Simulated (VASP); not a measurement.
# Sb (P6_3/mmc) in VASP: a series of runs

Sb is run at these levels: LDA; tasks: electric field gradients.

All numbers are computed with VASP 6.6.1; they aren't measurements. Logs are shortened: lines on timing, memory, paths and dates and some standing lists are left out, and cuts for length are marked.

## (1) The cell of the first run

The structure is hexagonal, space group P6_3/mmc (No. 194). Conventional cell: a = 3.380 Å, b = 3.380 Å, c = 5.348 Å, α = 90.00°, β = 90.00°, γ = 120.00°. Sb (site symmetry -6m2) has 12 Sb at 3.31 to 3.38 Å within 4.4 Å.

## (2) Electric field gradients, LDA (volume scaled by 1.01)

Contents of INCAR:

```
ALGO = Normal
EDIFF = 1E-8
ENCUT = 520
ISIF = 2
ISMEAR = -1
LASPH = True
LCHARG = False
LEFG = True
LREAL = False
LWAVE = False
NBANDS = 12
NELM = 80
PREC = Accurate
SIGMA = 0.03
```

Contents of KPOINTS:

```
k-points
0
Gamma
  12 12 7
```

Contents of POSCAR:

```
Sb
1.0
    3.3801929534      0.0000000000      0.0000000000
   -1.6900964767      2.9273329673      0.0000000000
    0.0000000000      0.0000000000      5.3477077713
Sb
2
Direct
    0.3333333333      0.6666666667      0.2500000000
    0.6666666667      0.3333333333      0.7500000000
```

Potentials or basis: VASP PAW LDA potentials, release 64 (Sb).

Command:

```console
> cat potpaw_LDA.64/Sb/POTCAR > POTCAR
> mpirun -np 1 vasp_std > vasp.out
```

OUTCAR:

```text
EDIFF = 1E-8
   ENCUT = 520
   ISIF = 2
   ISMEAR = -1
   LASPH = True
   LREAL = False
   NELM = 80
   PREC = Accurate

 ion  position               nearest neighbor table
   1  0.333  0.667  0.250-   2 3.31   2 3.31   2 3.31   2 3.31   2 3.31   2 3.31
   2  0.667  0.333  0.750-   1 3.31   1 3.31   1 3.31   1 3.31   1 3.31   1 3.31

  LATTYP: Found a hexagonal cell.
 ALAT       =     3.3801929534
 C/A-ratio  =     1.5820717471

  Lattice vectors:

 A1 = (   3.3801929534,   0.0000000000,   0.0000000000)
 A2 = (  -1.6900964767,   2.9273329673,   0.0000000000)
 A3 = (   0.0000000000,   0.0000000000,   5.3477077713)

Analysis of symmetry for initial positions (statically):
=====================================================================
 Subroutine PRICEL returns:
 Original cell was already a primitive cell.

 Routine SETGRP: Setting up the symmetry group for a
 hexagonal supercell.

 Subroutine GETGRP returns: Found 24 space group operations
 (whereof 12 operations were pure point group operations)
 out of a pool of 24 trial point group operations.

The static configuration has the point symmetry D_3d.
 The point group associated with its full space group is D_6h.

Analysis of symmetry for dynamics (positions and initial velocities):
=====================================================================
 Subroutine PRICEL returns:
 Original cell was already a primitive cell.

 Routine SETGRP: Setting up the symmetry group for a
 hexagonal supercell.

 Subroutine GETGRP returns: Found 24 space group operations
 (whereof 12 operations were pure point group operations)
 out of a pool of 24 trial point group operations.

The dynamic configuration has the point symmetry D_3d.
 The point group associated with its full space group is D_6h.

 Subroutine INISYM returns: Found 24 space group operations
 (whereof 12 operations are pure point group operations),
 and found     1 'primitive' translations

----------------------------------------------------------------------------------------

                                     Primitive cell

  volume of cell :      52.9153

  direct lattice vectors                    reciprocal lattice vectors
[... 131 lines left out ...]
  free energy    TOTEN  =        -9.14243528 eV

  energy without entropy =       -9.13950590  energy(sigma->0) =       -9.14097059

 E-fermi :   8.6683     XC(G=0): -10.4463

 val. band max:        8.6668699989   @ k =   0.3333   0.2500   0.0000
 cond. band min:       8.7395931972   @ k =   0.4167   0.0833   0.0000
 fundamental gap:      0.0727231983
 Fermi energy:         8.6682524417

 k-point     1 :       0.0000    0.0000    0.0000
  band No.  band energies     occupation
      1      -4.4427      2.00000
      2      -0.3112      2.00000
      3       2.7919      2.00000
      4      11.8736      0.00000
      5      11.8736      0.00000
      6      13.6340      0.00000
      7      13.6340      0.00000
      8      14.5231      0.00000
      9      15.9867      0.00000
     10      17.4490      0.00000
     11      18.3364      0.00000
     12      18.3364      0.00000
[... 331 lines left out ...]
 k-point    24 :       0.3333    0.0000    0.1429
  band No.  band energies     occupation
      1      -2.4567      2.00000
      2       0.6107      2.00000
      3       4.4786      2.00000
      4       5.8732      2.00000
      5       7.6243      2.00000
      6       9.3625      0.00000
      7      11.1535      0.00000
      8      12.4367      0.00000
      9      13.6220      0.00000
     10      15.8314      0.00000
     11      17.5476      0.00000
     12      18.2946      0.00000

 [... further k-points ...]
[... 5 lines left out ...]
  --------------------------------------------------------------------------------------
  -------------------------------------------------------------------------------------
  Total       -0.4645249     -0.4645249     -0.9651268      0.0000000     -0.0000000     -0.0000000
  in kB      -14.0649521    -14.0649521    -29.2222527      0.0000000     -0.0000000     -0.0000000
  external PRESSURE =     -19.1173856 kB  Pullay stress =       0.0000000 kB

 VOLUME and BASIS-vectors are now :
 -----------------------------------------------------------------------------
  energy-cutoff  :      520.00
  volume of cell :       52.92
      direct lattice vectors                 reciprocal lattice vectors
     3.380192953  0.000000000  0.000000000     0.295841100  0.170803938  0.000000000
    -1.690096477  2.927332967  0.000000000     0.000000000  0.341607877  0.000000000
     0.000000000  0.000000000  5.347707771     0.000000000  0.000000000  0.186996007

 POSITION                                       TOTAL-FORCE (eV/Angst)
 -----------------------------------------------------------------------------------
     -0.00000      1.95156      1.33693         0.000000     -0.000000      0.000000
      1.69010      0.97578      4.01078        -0.000000      0.000000      0.000000
 -----------------------------------------------------------------------------------
    total drift:                               -0.000000      0.000000      0.000000

  FREE ENERGIE OF THE ION-ELECTRON SYSTEM (eV)
  ---------------------------------------------------
  free  energy   TOTEN  =        -9.1424352847 eV

  energy  without entropy=       -9.1395058994  energy(sigma->0) =       -9.14097059

 Electric field gradients (V/A^2)
---------------------------------------------------------------------
 ion       V_xx      V_yy      V_zz      V_xy      V_xz      V_yz
---------------------------------------------------------------------
   1     -12.205   -12.205    24.411     0.000     0.000    -0.000
   2     -12.205   -12.205    24.411     0.000    -0.000     0.000
---------------------------------------------------------------------

 Electric field gradients after diagonalization (V/A^2)
 (convention: |V_zz| > |V_xx| > |V_yy|)
----------------------------------------------------------------------
 ion       V_xx      V_yy      V_zz     asymmetry (V_yy - V_xx)/ V_zz
----------------------------------------------------------------------
   1     -12.205   -12.205    24.411       0.000
   2     -12.205   -12.205    24.411       0.000
----------------------------------------------------------------------

           NMR quadrupolar parameters

 Cq : quadrupolar parameter    Cq=e*Q*V_zz/h
 eta: asymmetry parameters     (V_yy - V_xx)/ V_zz
 Q  : nuclear electric quadrupole moment in mb (millibarn)
----------------------------------------------------------------------
 ion       Cq(MHz)       eta       Q (mb)
----------------------------------------------------------------------
   1       0.059       0.000       1.000
   2       0.059       0.000       1.000
----------------------------------------------------------------------
```

stdout:

```text
POSCAR found type information on POSCAR Sb
 POSCAR found :  1 types and       2 ions
 scaLAPACK will be used
 LDA part: xc-table for (Slater(with rela. corr.)+CA(PZ))
 , standard interpolation
 POSCAR, INCAR and KPOINTS ok, starting setup
 FFT: planning ... GRIDC
 FFT: planning ... GRID_SOFT
 FFT: planning ... GRID
 WAVECAR not read
 entering main loop
ion   1

ion   2
```

Run time: 36 s. Hardware: 1 thread of Intel Xeon 6975P-C, shared host; peak memory 0.18 GiB.

Results:

```
Free energy            : -9.1424 eV
Pressure               : -1.9 GPa
Band gap on the k mesh : zero (band 5 reaches 12.55 eV, above the bottom of band 6 at 5.76 eV)
```

Electric field gradients, principal values (V/Å²):
```csv
atom,least,middle,greatest (by size)
1 Sb,-12.205,-12.205,24.411
2 Sb,-12.205,-12.205,24.411
```

Caveat: without QUAD_EFG the Cq values of the log hold for a quadrupole moment of 1 mb, not for the nuclei; spin-orbit coupling is left out, which moves the levels of the heavy elements.

## (3) Electric field gradients, LDA (volume scaled by 1.01)

Contents of INCAR:

```
SYSTEM = Sb
ALGO = Normal
EDIFF = 1E-8
ENCUT = 520
GGA = CA
ISIF = 2
ISMEAR = -1
LASPH = .True.
LCHARG = .False.
LEFG = .True.
LREAL = .False.
LWAVE = .False.
NBANDS = 12
NELM = 100
PREC = Accurate
SIGMA = 0.03
```

Contents of KPOINTS:

```
k-points
0
Gamma
  12 12 7
  0 0 0
```

POSCAR is that of step 2.

Potentials or basis: VASP PAW LDA potentials, release 64 (Sb).

Command:

```console
> cat potpaw_LDA.64/Sb/POTCAR > POTCAR
> mpirun -np 1 vasp_std > vasp.out
```

OUTCAR:

```text
SYSTEM = Sb
   EDIFF = 1E-8
   ENCUT = 520
   GGA = CA
   ISIF = 2
   ISMEAR = -1
   LASPH = .True.
   LREAL = .False.
   NELM = 100
   PREC = Accurate

 ion  position               nearest neighbor table
   1  0.333  0.667  0.250-   2 3.31   2 3.31   2 3.31   2 3.31   2 3.31   2 3.31
   2  0.667  0.333  0.750-   1 3.31   1 3.31   1 3.31   1 3.31   1 3.31   1 3.31

  LATTYP: Found a hexagonal cell.
 ALAT       =     3.3801929534
 C/A-ratio  =     1.5820717471

  Lattice vectors:

 A1 = (   3.3801929534,   0.0000000000,   0.0000000000)
 A2 = (  -1.6900964767,   2.9273329673,   0.0000000000)
 A3 = (   0.0000000000,   0.0000000000,   5.3477077713)

Analysis of symmetry for initial positions (statically):
=====================================================================
 Subroutine PRICEL returns:
 Original cell was already a primitive cell.

 Routine SETGRP: Setting up the symmetry group for a
 hexagonal supercell.

 Subroutine GETGRP returns: Found 24 space group operations
 (whereof 12 operations were pure point group operations)
 out of a pool of 24 trial point group operations.

The static configuration has the point symmetry D_3d.
 The point group associated with its full space group is D_6h.

Analysis of symmetry for dynamics (positions and initial velocities):
=====================================================================
 Subroutine PRICEL returns:
 Original cell was already a primitive cell.

 Routine SETGRP: Setting up the symmetry group for a
 hexagonal supercell.

 Subroutine GETGRP returns: Found 24 space group operations
 (whereof 12 operations were pure point group operations)
 out of a pool of 24 trial point group operations.

[... 167 lines left out ...]
     10      17.4490      0.00000
     11      18.3364      0.00000
     12      18.3364      0.00000
[... 331 lines left out ...]
 k-point    24 :       0.3333    0.0000    0.1429
  band No.  band energies     occupation
      1      -2.4567      2.00000
      2       0.6107      2.00000
      3       4.4786      2.00000
      4       5.8732      2.00000
      5       7.6243      2.00000
      6       9.3625      0.00000
      7      11.1535      0.00000
      8      12.4367      0.00000
      9      13.6220      0.00000
     10      15.8314      0.00000
     11      17.5476      0.00000
     12      18.2946      0.00000

 [... further k-points ...]
[... 5 lines left out ...]
  --------------------------------------------------------------------------------------
  -------------------------------------------------------------------------------------
  Total       -0.4645249     -0.4645249     -0.9651268      0.0000000     -0.0000000     -0.0000000
  in kB      -14.0649521    -14.0649521    -29.2222527      0.0000000     -0.0000000     -0.0000000
  external PRESSURE =     -19.1173856 kB  Pullay stress =       0.0000000 kB

 VOLUME and BASIS-vectors are now :
 -----------------------------------------------------------------------------
  energy-cutoff  :      520.00
  volume of cell :       52.92
      direct lattice vectors                 reciprocal lattice vectors
     3.380192953  0.000000000  0.000000000     0.295841100  0.170803938  0.000000000
    -1.690096477  2.927332967  0.000000000     0.000000000  0.341607877  0.000000000
     0.000000000  0.000000000  5.347707771     0.000000000  0.000000000  0.186996007

 POSITION                                       TOTAL-FORCE (eV/Angst)
 -----------------------------------------------------------------------------------
     -0.00000      1.95156      1.33693         0.000000     -0.000000      0.000000
      1.69010      0.97578      4.01078        -0.000000      0.000000      0.000000
 -----------------------------------------------------------------------------------
    total drift:                               -0.000000      0.000000      0.000000

  FREE ENERGIE OF THE ION-ELECTRON SYSTEM (eV)
  ---------------------------------------------------
  free  energy   TOTEN  =        -9.1424352847 eV

  energy  without entropy=       -9.1395058994  energy(sigma->0) =       -9.14097059

 Electric field gradients (V/A^2)
---------------------------------------------------------------------
 ion       V_xx      V_yy      V_zz      V_xy      V_xz      V_yz
---------------------------------------------------------------------
   1     -12.205   -12.205    24.411     0.000     0.000    -0.000
   2     -12.205   -12.205    24.411     0.000    -0.000     0.000
---------------------------------------------------------------------

 Electric field gradients after diagonalization (V/A^2)
 (convention: |V_zz| > |V_xx| > |V_yy|)
----------------------------------------------------------------------
 ion       V_xx      V_yy      V_zz     asymmetry (V_yy - V_xx)/ V_zz
----------------------------------------------------------------------
   1     -12.205   -12.205    24.411       0.000
   2     -12.205   -12.205    24.411       0.000
----------------------------------------------------------------------

           NMR quadrupolar parameters

 Cq : quadrupolar parameter    Cq=e*Q*V_zz/h
 eta: asymmetry parameters     (V_yy - V_xx)/ V_zz
 Q  : nuclear electric quadrupole moment in mb (millibarn)
----------------------------------------------------------------------
 ion       Cq(MHz)       eta       Q (mb)
----------------------------------------------------------------------
   1       0.059       0.000       1.000
   2       0.059       0.000       1.000
----------------------------------------------------------------------
```

stdout:

```text
POSCAR found type information on POSCAR Sb
 POSCAR found :  1 types and       2 ions
 scaLAPACK will be used
 LDA part: xc-table for (Slater(with rela. corr.)+CA(PZ))
 , standard interpolation
 POSCAR, INCAR and KPOINTS ok, starting setup
 FFT: planning ... GRIDC
 FFT: planning ... GRID_SOFT
 FFT: planning ... GRID
 WAVECAR not read
 entering main loop
ion   1

ion   2
```

Wall time 36 s (1 thread of Intel Xeon 6975P-C, shared host); peak memory 0.18 GiB.

What came out:

| Item | Value |
| --- | --- |
| Free energy | -9.1424 eV |
| Pressure | -1.9 GPa |
| Band gap on the k mesh | zero (band 5 reaches 12.55 eV, above the bottom of band 6 at 5.76 eV) |

Stress tensor (GPa, compression positive):
```
-1.41  0.00  0.00
 0.00 -1.41  0.00
 0.00  0.00 -2.92
```

Electric field gradients, principal values (V/Å²):
```csv
atom,least,middle,greatest (by size)
1 Sb,-12.205,-12.205,24.411
2 Sb,-12.205,-12.205,24.411
```

Caveat: without QUAD_EFG the Cq values of the log hold for a quadrupole moment of 1 mb, not for the nuclei; spin-orbit coupling is left out, which moves the levels of the heavy elements.

[end of part 1 of 2]
